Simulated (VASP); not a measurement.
Here is a VASP 6.6.1 calculation.

The input INCAR:

```
SYSTEM = PC2
PREC = Accurate ; ENCUT = 520
EDIFF = 1E-6 ; ISMEAR = 0
SIGMA = 0.1 ; LREAL = .FALSE.
LASPH = .TRUE. ; NELM = 80
ALGO = Normal ; ISIF = 2
LWAVE = .FALSE. ; LCHARG = .TRUE.
GGA = PE ; LELF = .TRUE.
LVHAR = .TRUE. ; NBANDS = 22
```

Contents of KPOINTS:

```
Automatic mesh
0
G
  6 6 2
  0 0 0
```

POSCAR

```
PC2
1.0
    2.8465325622     -0.0000000025      0.0000000000
   -1.4232662789      2.4651695128      0.0000000000
    0.0000000000      0.0000000000      7.0411027964
P C
2 4
Direct
    0.0000000000      0.0000000000      0.0000000000
    0.0000000000      0.0000000000      0.5000000000
    0.3333333333      0.6666666667      0.8504909349
    0.3333333333      0.6666666667      0.6495090651
    0.6666666667      0.3333333333      0.1495090651
    0.6666666667      0.3333333333      0.3504909349
```

Potentials or basis: VASP PAW PBE potentials, release 64 (P, C).

Launch:

```bash
$ cat potpaw_PBE.64/P/POTCAR potpaw_PBE.64/C/POTCAR > POTCAR
$ mpirun -np 1 vasp_std > vasp.out
```

Problem. Estimate the band gap on the k mesh.

Solution. Zero (band 13 reaches 11.37 eV, above the bottom of band 14 at 8.13 eV).

Problem. Predict the pressure.

Solution. -0.5 GPa.

Stress tensor (GPa, compression positive):
```
-0.72  0.00  0.00
 0.00 -0.72  0.00
 0.00  0.00 -0.15
```

Caveat: the k points lie up to 0.45 Å⁻¹ apart.
